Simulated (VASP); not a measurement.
Rh: relaxation of cell and atoms with LDA

Crystal: Rh.

```
Rh
1.0
     2.47000    0.00000    0.00000
     0.00000    2.47000    0.00000
     0.00000    0.00000    2.47000
Rh
1
Direct
  0.00000 0.00000 0.00000
```

- Program: VASP 6.6.1
- Task: relaxation of cell and atoms
- Functional: LDA
- Potentials or basis: VASP PAW LDA potentials, release 64 (Rh_pv)
- Cutoff: 600 eV
- k mesh: 10 × 10 × 10
- Occupations: gaussian, width 0.1 eV
- Spin: no spin polarisation
- Target pressure: 20 GPa
- Dipole correction: no
- Further INCAR settings: ALGO = Normal; EDIFF = 1e-07; IBRION = 2; EDIFFG = -0.03; NSW = 60; ISIF = 3

```
Relaxed volume                                         : 14.25 Å³/atom
Relaxed cell                                           : a = 2.425 Å, b = 2.425 Å, c = 2.425 Å, α = 90.00°, β = 90.00°, γ = 90.00°
Space group after relaxing (to 0.05 Å)                 : Pm-3m (No. 221)
Energy change on relaxing (the enthalpy is what falls) : +57.6 meV/atom
Ionic steps                                            : 4
Pressure after relaxing                                : 19.7 GPa
```

The path:
| step | energy change (eV) | largest force (eV/Å) | pressure (GPa) | volume (Å³) |
| --- | --- | --- | --- | --- |
| 1 | 0.0000 | 0.0000 | 3.75 | 15.07 |
| 2 | 0.8473 | 0.0000 | 103.84 | 11.97 |
| 3 | 0.0523 | 0.0000 | 18.72 | 14.30 |
| 4 | 0.0576 | 0.0000 | 19.68 | 14.25 |

Final structure:
```
Rh
1.0
     2.42458    0.00000    0.00000
     0.00000    2.42458    0.00000
     0.00000    0.00000    2.42458
Rh
1
Direct
  0.00000 0.00000 0.00000
```

Levels at points of the mesh, in eV from the Fermi level:
| k point | band 5 | band 6 | band 7 | band 8 | band 9 | band 10 |
| --- | --- | --- | --- | --- | --- | --- |
| (0.00, 0.00, 0.00) | -6.11 | -6.11 | 1.03 | 1.03 | 1.03 | 17.72 |
| (0.50, 0.00, 0.00) | -5.01 | -1.61 | -1.61 | -0.33 | 1.29 | 7.29 |
| (0.50, 0.50, 0.00) | -4.28 | -1.10 | -1.10 | 2.95 | 5.97 | 5.97 |
| (0.50, 0.50, 0.50) | -5.40 | -5.40 | 3.12 | 3.12 | 9.87 | 13.34 |

Wall time 17 s on 1 thread of Intel(R) Xeon(R) Platinum 8259CL CPU @ 2.50GHz (Skylake/Cascade Lake) (shared host), peak memory 0.13 GiB.

Caveat: the cell is relaxed towards a set pressure, so the enthalpy falls and the energy may rise.
